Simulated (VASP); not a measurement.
# BN (Qingsongite) (F-43m) in VASP: single point with PBE

Aim: the single point of BN (Qingsongite) with PBE.

Program: VASP 6.6.1. These are calculated values, not measurements. Logs are shortened: lines on timing, memory, paths and dates and some standing lists are left out, and cuts for length are marked.

### 1 The cell of the first run

The structure is cubic, space group F-43m (No. 216). The conventional cell has a = 3.615 Å, b = 3.615 Å, c = 3.615 Å, α = 90.00°, β = 90.00°, γ = 90.00°. Within 2.1 Å of B (site symmetry -43m) lie 4 N at 1.57 Å. N (site symmetry -43m) has 4 B at 1.57 Å within 2.1 Å.

### 2 Single point, PBE

INCAR reads:

```
ALGO = Normal
EDIFF = 1E-7
ENCUT = 520
GGA = PE
ISIF = 2
ISMEAR = 0
LASPH = T
LCHARG = F
LREAL = F
LWAVE = F
NBANDS = 11
NELM = 60
PREC = Accurate
SIGMA = 0.01
```

KPOINTS reads:

```
k-points
0
Gamma
  8 8 8
```

POSCAR reads:

```
BN
1.0
    2.5561910000      0.0000000000      0.0000000000
    1.2780955000      2.2137263429      0.0000000000
    1.2780955000      0.7379087810      2.0871212117
B N
1 1
Direct
    0.0000000000      0.0000000000      0.0000000000
    0.2500000000      0.2500000000      0.2500000000
```

Potentials or basis: VASP PAW PBE potentials, release 64 (B, N).

The run is started by

```sh
$ cat potpaw_PBE.64/B/POTCAR potpaw_PBE.64/N/POTCAR > POTCAR
$ mpirun -np 1 vasp_std > vasp.out
```

OUTCAR:

```text
EDIFF = 1E-7
   ENCUT = 520
   GGA = PE
   ISIF = 2
   ISMEAR = 0
   LASPH = T
   LREAL = F
   NELM = 60
   PREC = Accurate

 ion  position               nearest neighbor table
   1  0.000  0.000  0.000-   2 1.57   2 1.57   2 1.57   2 1.57
   2  0.250  0.250  0.250-   1 1.57   1 1.57   1 1.57   1 1.57

  LATTYP: Found a face centered cubic cell.
 ALAT       =     3.6149999802

  Lattice vectors:

 A1 = (   2.5561910000,   0.0000000000,   0.0000000000)
 A2 = (   1.2780955000,   2.2137263429,   0.0000000000)
 A3 = (   1.2780955000,   0.7379087810,   2.0871212117)

Analysis of symmetry for initial positions (statically):
=====================================================================
 Subroutine PRICEL returns:
 Original cell was already a primitive cell.

 Routine SETGRP: Setting up the symmetry group for a
 face centered cubic supercell.

 Subroutine GETGRP returns: Found 24 space group operations
 (whereof 24 operations were pure point group operations)
 out of a pool of 48 trial point group operations.

The static configuration has the point symmetry T_d .

Analysis of symmetry for dynamics (positions and initial velocities):
=====================================================================
 Subroutine PRICEL returns:
 Original cell was already a primitive cell.

 Routine SETGRP: Setting up the symmetry group for a
 face centered cubic supercell.

 Subroutine GETGRP returns: Found 24 space group operations
 (whereof 24 operations were pure point group operations)
 out of a pool of 48 trial point group operations.

The dynamic configuration has the point symmetry T_d .

 Subroutine INISYM returns: Found 24 space group operations
 (whereof 24 operations are pure point group operations),
 and found     1 'primitive' translations

----------------------------------------------------------------------------------------

                                     Primitive cell

  volume of cell :      11.8104

  direct lattice vectors                    reciprocal lattice vectors
     2.556191000  0.000000000  0.000000000     0.391207073 -0.225863509 -0.159709619
     1.278095500  2.213726343  0.000000000     0.000000000  0.451727018 -0.159709619
     1.278095500  0.737908781  2.087121212     0.000000000  0.000000000  0.479128857

  length of vectors
     2.556191000  2.556191000  2.556191000     0.479128857  0.479128857  0.479128857

  position of ions in fractional coordinates (direct lattice)
     0.000000000  0.000000000  0.000000000
     0.250000000  0.250000000  0.250000000

[... 79 lines left out ...]
   NSW    =      0    number of steps for IOM
   IBRION =     -1    ionic relax: 0-MD 1-quasi-New 2-CG
   NFREE  =      0    steps in history (QN), initial steepest desc. (CG)
   ISIF   =      2    stress and relaxation
   ISYM   =      2    0-nonsym 1-usesym 2-fastsym
   POTIM  = 0.5000    time-step for ionic-motion
   TEBEG  =    0.0;   TEEND  =   0.0 temperature during run
   PSTRESS=    0.0 pullay stress
   NELECT =       8.0000    total number of electrons
   NUPDOWN=      -1.0000    fix difference up-down
   EMIN   =  10.00;   EMAX   =-10.00  energy-range for DOS
   EFERMI =   0.00;   METHOD = LEGACY
   ISMEAR =     0;   SIGMA  =   0.01  broadening in eV -4-tet -1-fermi 0-gaus
   EFERMI_NEDOS =   21; number of points for ismear=-14 and -15
   IALGO  =     38    algorithm
   IMIX   =      4    mixing-type and parameters
     AMIX     =   0.40;   BMIX     =  1.00
     AMIX_MAG =   1.60;   BMIX_MAG =  1.00
  volume/ion in A,a.u.               =       5.91        39.85
  Fermi-wavevector in a.u.,A,eV,Ry     =   1.437749  2.716952 28.124920  2.067123
  Thomas-Fermi vector in A             =   2.556793
   LORBIT       =      0    0 simple, 1 ext, 2 COOP (PROOUT), +10 PAW based schemes
   GGA     = PE    functional components
   LHFCALC =     F    Hartree Fock is set to
   AEXX    =    0.0000 exact exchange contribution
   IVDW    =     0    specifies the selected vdW correction
   LEPSILON=     F    determine dielectric tensor
   LRPA    =     F    only Hartree local field effects (RPA)
 non-spin polarized calculation
 Gauss-broadening in eV      SIGMA  =   0.01
  energy-cutoff  :      520.00
  volume of cell :       11.81
 maximum number of plane-waves:       332
   NGX =  9   NGY =  9   NGZ =  9

 number of electron       7.9999999 magnetization

 Free energy of the ion-electron system (eV)
  ---------------------------------------------------
  ext. energy  EPLUGINS =         0.00000000
  ---------------------------------------------------
  free energy    TOTEN  =       -17.44954671 eV

  energy without entropy =      -17.44954671  energy(sigma->0) =      -17.44954671

 E-fermi :   7.4902     XC(G=0): -12.8220

 val. band max:        7.4031652717   @ k =   0.0000   0.0000   0.0000
 cond. band min:      11.8623584683   @ k =   0.5000   0.5000   0.0000
 fundamental gap:      4.4591931966
 Fermi energy:         7.4901627638

 k-point     1 :       0.0000    0.0000    0.0000
  band No.  band energies     occupation
      1     -12.8276      2.00000
      2       7.4032      2.00000
      3       7.4032      2.00000
      4       7.4032      2.00000
      5      16.2229      0.00000
      6      16.2229      0.00000
      7      16.2229      0.00000
      8      17.7525      0.00000
      9      32.1553      0.00000
     10      35.1714      0.00000
     11      35.1714      0.00000
[... 309 lines left out ...]
 k-point    24 :      -0.3750    0.2500    0.1250
  band No.  band energies     occupation
      1      -7.9079      2.00000
      2      -2.2921      2.00000
      3       2.5779      2.00000
      4       3.9530      2.00000
      5      16.9933      0.00000
      6      18.5811      0.00000
      7      21.7760      0.00000
      8      23.1770      0.00000
      9      26.8647      0.00000
     10      33.2453      0.00000
     11      34.8899      0.00000

 [... further k-points ...]
[... 5 lines left out ...]
  --------------------------------------------------------------------------------------
  -------------------------------------------------------------------------------------
  Total        0.2428028      0.2428028      0.2428028      0.0000000      0.0000000     -0.0000000
  in kB       32.9381686     32.9381686     32.9381686      0.0000000      0.0000000     -0.0000000
  external PRESSURE =      32.9381686 kB  Pullay stress =       0.0000000 kB

 VOLUME and BASIS-vectors are now :
 -----------------------------------------------------------------------------
  energy-cutoff  :      520.00
  volume of cell :       11.81
      direct lattice vectors                 reciprocal lattice vectors
     2.556191000  0.000000000  0.000000000     0.391207073 -0.225863509 -0.159709619
     1.278095500  2.213726343  0.000000000     0.000000000  0.451727018 -0.159709619
     1.278095500  0.737908781  2.087121212     0.000000000  0.000000000  0.479128857

 POSITION                                       TOTAL-FORCE (eV/Angst)
 -----------------------------------------------------------------------------------
      0.00000      0.00000      0.00000         0.000000     -0.000000      0.000000
      1.27810      0.73791      0.52178        -0.000000      0.000000     -0.000000
 -----------------------------------------------------------------------------------
    total drift:                                0.000000      0.000000     -0.000000

  FREE ENERGIE OF THE ION-ELECTRON SYSTEM (eV)
  ---------------------------------------------------
  free  energy   TOTEN  =       -17.4495467064 eV

  energy  without entropy=      -17.4495467064  energy(sigma->0) =      -17.44954671
```

OSZICAR:

```text
N       E                     dE             d eps       ncg     rms          rms(c)
DAV:   1     0.107986539205E+02    0.10799E+02   -0.51583E+03   654   0.735E+02
DAV:   2    -0.177980009578E+02   -0.28597E+02   -0.27211E+02   752   0.162E+02
DAV:   3    -0.184140718386E+02   -0.61607E+00   -0.61445E+00   755   0.201E+01
DAV:   4    -0.184148119921E+02   -0.74015E-03   -0.74014E-03   680   0.799E-01
DAV:   5    -0.184148126173E+02   -0.62522E-06   -0.62523E-06   737   0.233E-02    0.670E+00
DAV:   6    -0.175356344549E+02    0.87918E+00   -0.29369E+00   671   0.990E+00    0.327E+00
DAV:   7    -0.174635970661E+02    0.72037E-01   -0.10375E-01   707   0.266E+00    0.192E+00
DAV:   8    -0.174492760572E+02    0.14321E-01   -0.35587E-02   713   0.137E+00    0.193E-01
DAV:   9    -0.174494547179E+02   -0.17866E-03   -0.96444E-04   671   0.258E-01    0.833E-02
DAV:  10    -0.174495414212E+02   -0.86703E-04   -0.12152E-04   709   0.940E-02    0.151E-02
DAV:  11    -0.174495466905E+02   -0.52693E-05   -0.93179E-06   695   0.250E-02    0.106E-02
DAV:  12    -0.174495467104E+02   -0.19870E-07   -0.16174E-06   716   0.866E-03    0.618E-04
DAV:  13    -0.174495467064E+02    0.39712E-08   -0.22902E-08   337   0.149E-03
   1 F= -.17449547E+02 E0= -.17449547E+02  d E =-.445782E-37
```

stdout:

```text
POSCAR found type information on POSCAR B N
 POSCAR found :  2 types and       2 ions
 scaLAPACK will be used
 LDA part: xc-table for (Slater+PW92), standard interpolation
 POSCAR, INCAR and KPOINTS ok, starting setup
 FFT: planning ... GRIDC
 FFT: planning ... GRID_SOFT
 FFT: planning ... GRID
 WAVECAR not read
 entering main loop
```

Run time: 3.1 s. Hardware: 1 thread of AMD EPYC 9R45 (Zen 5), shared host; peak memory 0.09 GiB.

What came out:

```
Free energy            : -17.4495 eV
Pressure               : 3.3 GPa
Band gap on the k mesh : 4.46 eV, indirect (least direct gap 8.82 eV)
```

A k mesh can miss the band edges.
